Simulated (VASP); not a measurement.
# Mg (P6/mmm) in VASP: notebook

Mg is run at these levels: revPBE; tasks: single point.

Program: VASP 6.6.1. These are calculated values, not measurements. Logs are shortened: lines on timing, memory, paths and dates and some standing lists are left out, and cuts for length are marked.

## (1) The cell of the first run

Symmetry: P6/mmm, No. 191, hexagonal system. Conventional cell: a = 5.009 Å, b = 5.009 Å, c = 3.038 Å, α = 90.00°, β = 90.00°, γ = 120.00°. Within 4.0 Å of Mg (site symmetry 6/mmm) lie 14 Mg at 3.04 to 3.27 Å. Within 3.8 Å of Mg (site symmetry -6m2) lie 11 Mg at 2.89 to 3.27 Å.

## (2) Single point, revPBE (volume scaled by 0.92)

INCAR reads:

```
SYSTEM = Mg
ALGO = Normal
EDIFF = 1E-6
ENCUT = 600
GGA = RE
GGA_COMPAT = .False.
ISIF = 2
ISMEAR = -1
LASPH = .True.
LCHARG = .False.
LREAL = .False.
LWAVE = .False.
NBANDS = 10
NELM = 120
PREC = Accurate
SIGMA = 0.1
```

KPOINTS reads:

```
k-points
0
Gamma
  8 8 11
  0 0 0
```

POSCAR reads:

```
Mg
1.0
    5.0091912265      0.0000000000      0.0000000000
   -2.5045956132      4.3380868545      0.0000000000
    0.0000000000      0.0000000000      3.0384255408
Mg
3
Direct
    1.0000000000      1.0000000000      0.0000000000
    0.3333333333      0.6666666667      0.5000000000
    0.6666666667      0.3333333333      0.5000000000
```

Potentials or basis: VASP PAW PBE potentials, release 64 (Mg).

Run with:

```bash
$ cat potpaw_PBE.64/Mg/POTCAR > POTCAR
$ mpirun -np 1 vasp_std > vasp.out
```

OUTCAR:

```text
SYSTEM = Mg
   EDIFF = 1E-6
   ENCUT = 600
   GGA = RE
   ISIF = 2
   ISMEAR = -1
   LASPH = .True.
   LREAL = .False.
   NELM = 120
   PREC = Accurate

 ion  position               nearest neighbor table
   1  0.000  0.000  0.000-   2 3.27   3 3.27   2 3.27   3 3.27   2 3.27   2 3.27   3 3.27   3 3.27
                             3 3.27   3 3.27   2 3.27   2 3.27
   2  0.333  0.667  0.500-   3 2.89   3 2.89   3 2.89   1 3.27   1 3.27   1 3.27   1 3.27   1 3.27
                             1 3.27
   3  0.667  0.333  0.500-   2 2.89   2 2.89   2 2.89   1 3.27   1 3.27   1 3.27   1 3.27   1 3.27
                             1 3.27

  LATTYP: Found a hexagonal cell.
 ALAT       =     5.0091912265
 C/A-ratio  =     0.6065700836

  Lattice vectors:

 A1 = (   5.0091912265,   0.0000000000,   0.0000000000)
 A2 = (  -2.5045956132,   4.3380868545,   0.0000000000)
 A3 = (   0.0000000000,   0.0000000000,   3.0384255408)

Analysis of symmetry for initial positions (statically):
=====================================================================
 Subroutine PRICEL returns:
 Original cell was already a primitive cell.

 Routine SETGRP: Setting up the symmetry group for a
 hexagonal supercell.

 Subroutine GETGRP returns: Found 24 space group operations
 (whereof 24 operations were pure point group operations)
 out of a pool of 24 trial point group operations.

The static configuration has the point symmetry D_6h.

Analysis of symmetry for dynamics (positions and initial velocities):
=====================================================================
 Subroutine PRICEL returns:
 Original cell was already a primitive cell.

 Routine SETGRP: Setting up the symmetry group for a
 hexagonal supercell.

 Subroutine GETGRP returns: Found 24 space group operations
 (whereof 24 operations were pure point group operations)
 out of a pool of 24 trial point group operations.

The dynamic configuration has the point symmetry D_6h.

 Subroutine INISYM returns: Found 24 space group operations
 (whereof 24 operations are pure point group operations),
 and found     1 'primitive' translations

----------------------------------------------------------------------------------------

                                     Primitive cell

  volume of cell :      66.0259

  direct lattice vectors                    reciprocal lattice vectors
     5.009191226  0.000000000  0.000000000     0.199633026  0.115258181  0.000000000
    -2.504595613  4.338086855  0.000000000     0.000000000  0.230516362  0.000000000
     0.000000000  0.000000000  3.038425541     0.000000000  0.000000000  0.329117823

  length of vectors
     5.009191226  5.009191226  3.038425541     0.230516362  0.230516362  0.329117823

  position of ions in fractional coordinates (direct lattice)
     0.000000000  0.000000000  0.000000000
     0.333333333  0.666666667  0.500000000
     0.666666667  0.333333333  0.500000000

  ion indices of the primitive-cell ions
   primitive index   ion index
                 1           1
                 2           2
                 3           3

----------------------------------------------------------------------------------------

 KPOINTS: k-points

Automatic generation of k-mesh.
 Grid dimensions read from file:
 generate k-points for:    8    8   11

 Generating k-lattice:

  Cartesian coordinates                     Fractional coordinates (reciprocal lattice)
     0.024954128  0.014407273  0.000000000     0.125000000  0.000000000  0.000000000
     0.000000000  0.028814545  0.000000000     0.000000000  0.125000000  0.000000000
     0.000000000  0.000000000  0.029919802     0.000000000  0.000000000  0.090909091

  Length of vectors
     0.028814545  0.028814545  0.029919802

  Shift w.r.t. Gamma in fractional coordinates (k-lattice)
     0.000000000  0.000000000  0.000000000

 Subroutine IBZKPT returns following result:
 ===========================================

 Found     60 irreducible k-points:

 Following reciprocal coordinates:
            Coordinates               Weight
  0.000000  0.000000  0.000000      1.000000
  0.125000 -0.000000  0.000000      6.000000
  0.250000 -0.000000  0.000000      6.000000
  0.375000 -0.000000  0.000000      6.000000
  0.500000 -0.000000  0.000000      3.000000
  0.125000  0.125000  0.000000      6.000000
[... 16 lines left out ...]
  0.250000 -0.000000  0.181818     12.000000
  0.375000 -0.000000  0.181818     12.000000
 [... further k-points ...]
   k-points           NKPTS =     60   k-points in BZ     NKDIM =     60   number of bands    NBANDS=     10
   number of dos      NEDOS =    301   number of ions     NIONS =      3
   total plane-waves  NPLWV =  38400
   dimension x,y,z NGX =    40 NGY =   40 NGZ =   24
   dimension x,y,z NGXF=    80 NGYF=   80 NGZF=   48
   ions per type =               3
   NGX,Y,Z   is equivalent  to a cutoff of  13.28, 13.28, 13.13 a.u.
   NGXF,Y,Z  is equivalent  to a cutoff of  26.55, 26.55, 26.26 a.u.
 SYSTEM =  Mg
   PREC   = accura    normal or accurate (medium, high low for compatibility)
   ISTART =      0    job   : 0-new  1-cont  2-samecut
   ICHARG =      2    charge: 1-file 2-atom 10-const
   ISPIN  =      1    spin polarized calculation?
   LNONCOLLINEAR =      F non collinear calculations
   LSORBIT =      F    spin-orbit coupling
   LASPH  =      T    aspherical Exc in radial PAW
   ENCUT  =  600.0 eV  44.10 Ry    6.64 a.u.  10.00 10.00  6.07*2*pi/ulx,y,z
   NELM   =    120;   NELMIN=  2; NELMDL= -5     # of ELM steps
   EDIFF  = 0.1E-05   stopping-criterion for ELM
   LREAL  =      F    real-space projection
   EDIFFG = 0.1E-04   stopping-criterion for IOM
   NSW    =      0    number of steps for IOM
   IBRION =     -1    ionic relax: 0-MD 1-quasi-New 2-CG
   NFREE  =      0    steps in history (QN), initial steepest desc. (CG)
   ISIF   =      2    stress and relaxation
   ISYM   =      2    0-nonsym 1-usesym 2-fastsym
   POTIM  = 0.5000    time-step for ionic-motion
   TEBEG  =    0.0;   TEEND  =   0.0 temperature during run
   PSTRESS=    0.0 pullay stress
   NELECT =       6.0000    total number of electrons
   NUPDOWN=      -1.0000    fix difference up-down
   EMIN   =  10.00;   EMAX   =-10.00  energy-range for DOS
   EFERMI =   0.00;   METHOD = LEGACY
   ISMEAR =    -1;   SIGMA  =   0.10  broadening in eV -4-tet -1-fermi 0-gaus
   EFERMI_NEDOS =   21; number of points for ismear=-14 and -15
   IALGO  =     38    algorithm
   IMIX   =      4    mixing-type and parameters
     AMIX     =   0.40;   BMIX     =  1.00
     AMIX_MAG =   1.60;   BMIX_MAG =  1.00
  volume/ion in A,a.u.               =      22.01       148.52
  Fermi-wavevector in a.u.,A,eV,Ry     =   0.736016  1.390868  7.370537  0.541719
  Thomas-Fermi vector in A             =   1.829353
   LORBIT       =      0    0 simple, 1 ext, 2 COOP (PROOUT), +10 PAW based schemes
   GGA     = RE    functional components
   LHFCALC =     F    Hartree Fock is set to
   AEXX    =    0.0000 exact exchange contribution
   IVDW    =     0    specifies the selected vdW correction
   LEPSILON=     F    determine dielectric tensor
   LRPA    =     F    only Hartree local field effects (RPA)
 non-spin polarized calculation
  energy-cutoff  :      600.00
  volume of cell :       66.03
 maximum number of plane-waves:      2224
   NGX = 21   NGY = 21   NGZ = 13

 number of electron       6.0000000 magnetization

 Free energy of the ion-electron system (eV)
  ---------------------------------------------------
  ext. energy  EPLUGINS =         0.00000000
  ---------------------------------------------------
  free energy    TOTEN  =        -3.89107585 eV

  energy without entropy =       -3.85246802  energy(sigma->0) =       -3.87177194

 E-fermi :   2.9812     XC(G=0):  -8.5398

 val. band max:        2.9159646088   @ k =   0.2500  -0.0000   0.2727
 cond. band min:       2.9982687386   @ k =   0.3750   0.1250   0.4545
 fundamental gap:      0.0823041298
 Fermi energy:         2.9811585982

 k-point     1 :       0.0000    0.0000    0.0000
  band No.  band energies     occupation
      1      -4.1678      2.00000
      2       3.1534      0.30300
      3       3.1534      0.30300
      4       3.2050      0.19266
      5       3.2050      0.19266
      6       4.4637      0.00000
      7       4.5496      0.00000
      8      11.2431      0.00000
      9      11.6926      0.00000
     10      16.6657      0.00000

 k-point     2 :       0.1250   -0.0000    0.0000
  band No.  band energies     occupation
      1      -4.0425      2.00000
      2       1.7379      1.99999
      3       2.3799      1.99512
      4       3.0498      0.66971
      5       4.2093      0.00001
      6       5.2448      0.00000
      7       5.7618      0.00000
      8      11.3455      0.00000
      9      11.7826      0.00000
     10      15.1082      0.00000

 k-point     3 :       0.2500   -0.0000    0.0000
  band No.  band energies     occupation
      1      -3.6677      2.00000
      2       0.2298      2.00000
      3       1.8106      1.99998
      4       2.5104      1.98211
      5       5.4710      0.00000
      6       6.4705      0.00000
      7       7.8385      0.00000
      8      11.6531      0.00000
      9      11.9430      0.00000
     10      12.8137      0.00000

 k-point     4 :       0.3750   -0.0000    0.0000
  band No.  band energies     occupation
      1      -3.0464      2.00000
      2      -1.0877      2.00000
      3       1.4694      2.00000
      4       2.1581      1.99947
      5       6.9654      0.00000
      6       7.9136      0.00000
      7      10.0849      0.00000
      8      10.6492      0.00000
      9      11.1722      0.00000
     10      12.1666      0.00000
[... 222 lines left out ...]
 k-point    22 :       0.1250   -0.0000    0.1818
  band No.  band energies     occupation
      1      -3.5046      2.00000
      2       2.2375      1.99882
      3       2.8718      1.49804
      4       3.5371      0.00767
      5       4.7031      0.00000
      6       5.4630      0.00000
      7       6.0884      0.00000
      8       7.1898      0.00000
      9      11.9473      0.00000
     10      12.4579      0.00000

 k-point    23 :       0.2500   -0.0000    0.1818
  band No.  band energies     occupation
      1      -3.1320      2.00000
      2       0.7414      2.00000
      3       2.3018      1.99776
      4       3.0135      0.83990
      5       5.9654      0.00000
      6       6.3644      0.00000
      7       7.3936      0.00000
      8       8.5291      0.00000
      9      10.6187      0.00000
     10      11.8674      0.00000

 k-point    24 :       0.3750   -0.0000    0.1818
  band No.  band energies     occupation
      1      -2.5143      2.00000
      2      -0.5673      2.00000
      3       1.9602      1.99993
      4       2.6708      1.91409
      5       7.1784      0.00000
      6       7.4594      0.00000
      7       8.4899      0.00000
      8       9.2594      0.00000
      9      10.9241      0.00000
     10      11.0815      0.00000

 [... further k-points ...]
[... 5 lines left out ...]
  --------------------------------------------------------------------------------------
  -------------------------------------------------------------------------------------
  Total        1.2102580      1.2102580      1.2668146      0.0000000     -0.0000000      0.0000000
  in kB       29.3679813     29.3679813     30.7403777      0.0000000     -0.0000000      0.0000000
  external PRESSURE =      29.8254468 kB  Pullay stress =       0.0000000 kB

 VOLUME and BASIS-vectors are now :
 -----------------------------------------------------------------------------
  energy-cutoff  :      600.00
  volume of cell :       66.03
      direct lattice vectors                 reciprocal lattice vectors
     5.009191226  0.000000000  0.000000000     0.199633026  0.115258181  0.000000000
    -2.504595613  4.338086855  0.000000000     0.000000000  0.230516362  0.000000000
     0.000000000  0.000000000  3.038425541     0.000000000  0.000000000  0.329117823

 POSITION                                       TOTAL-FORCE (eV/Angst)
 -----------------------------------------------------------------------------------
      0.00000      0.00000      0.00000         0.000000      0.000000      0.000000
     -0.00000      2.89206      1.51921         0.000000      0.000000      0.000000
      2.50460      1.44603      1.51921        -0.000000     -0.000000     -0.000000
 -----------------------------------------------------------------------------------
    total drift:                               -0.000000     -0.000000     -0.000000

  FREE ENERGIE OF THE ION-ELECTRON SYSTEM (eV)
  ---------------------------------------------------
  free  energy   TOTEN  =        -3.8910758531 eV

  energy  without entropy=       -3.8524680207  energy(sigma->0) =       -3.87177194
```

Run time: 34 s. Hardware: 1 thread of Intel Xeon Platinum 8375C at 2.90GHz (Ice Lake), shared host; peak memory 0.2 GiB.

Results:

* Free energy: -3.8911 eV
* Pressure: 3.0 GPa
* Band gap on the k mesh: zero (band 3 reaches 6.20 eV, above the bottom of band 4 at 2.04 eV)

Caveat: the PAW data sets were made with another functional, which shifts forces and pressure a little.

## (3) Single point, revPBE (volume scaled by 0.96)

INCAR reads:

```
ALGO     = Normal         # electronic algorithm
EDIFF    = 1E-6           # SCF threshold, eV
ENCUT    = 600            # plane-wave cutoff, eV
GGA      = RE             # functional
GGA_COMPAT= False        
ISIF     = 2              # what is computed and relaxed
ISMEAR   = -1             # smearing method
LASPH    = True           # aspherical terms in the spheres
LCHARG   = True           # write CHGCAR
LELF     = True           # ELF
LREAL    = False          # projectors in reciprocal space
LVHAR    = True         
LWAVE    = False          # write WAVECAR
NBANDS   = 10             # bands
NELM     = 120            # most SCF steps
PREC     = Accurate       # precision mode
SIGMA    = 0.1            # smearing width, eV
```

KPOINTS reads:

```
k-points
0
Gamma
  8 8 11
```

POSCAR reads:

```
Mg
1.0
    5.0807607706      0.0000000000      0.0000000000
   -2.5403803853      4.4000678979      0.0000000000
    0.0000000000      0.0000000000      3.0818374852
Mg
3
Direct
    1.0000000000      1.0000000000      0.0000000000
    0.3333333333      0.6666666667      0.5000000000
    0.6666666667      0.3333333333      0.5000000000
```

Potentials or basis: VASP PAW PBE potentials, release 64 (Mg).

Run with:

```bash
$ cat potpaw_PBE.64/Mg/POTCAR > POTCAR
$ mpirun -np 1 vasp_std > vasp.out
```

Run time: 51 s. Hardware: 1 thread of Intel Xeon Platinum 8375C at 2.90GHz (Ice Lake), shared host; peak memory 0.22 GiB.

Results (log left out):

| Item | Value |
| --- | --- |
| Free energy | -3.9283 eV |
| Pressure | 1.2 GPa |
| Band gap on the k mesh | zero (band 3 reaches 5.90 eV, above the bottom of band 4 at 1.80 eV) |

Stress tensor (GPa, compression positive):
```
1.15 0.00 0.00
0.00 1.15 0.00
0.00 0.00 1.39
```

Levels at points of the mesh, in eV from the Fermi level:
| k point | band 1 | band 2 | band 3 | band 4 | band 5 | band 6 | band 7 | band 8 |
| --- | --- | --- | --- | --- | --- | --- | --- | --- |
| (0.00, 0.00, 0.00) | -6.96 | 0.19 | 0.19 | 0.25 | 0.25 | 1.37 | 1.45 | 8.01 |
| (0.50, 0.00, 0.00) | -5.03 | -5.03 | -1.56 | -0.95 | 5.54 | 5.66 | 6.32 | 6.36 |

Caveat: the PAW data sets were made with another functional, which shifts forces and pressure a little.
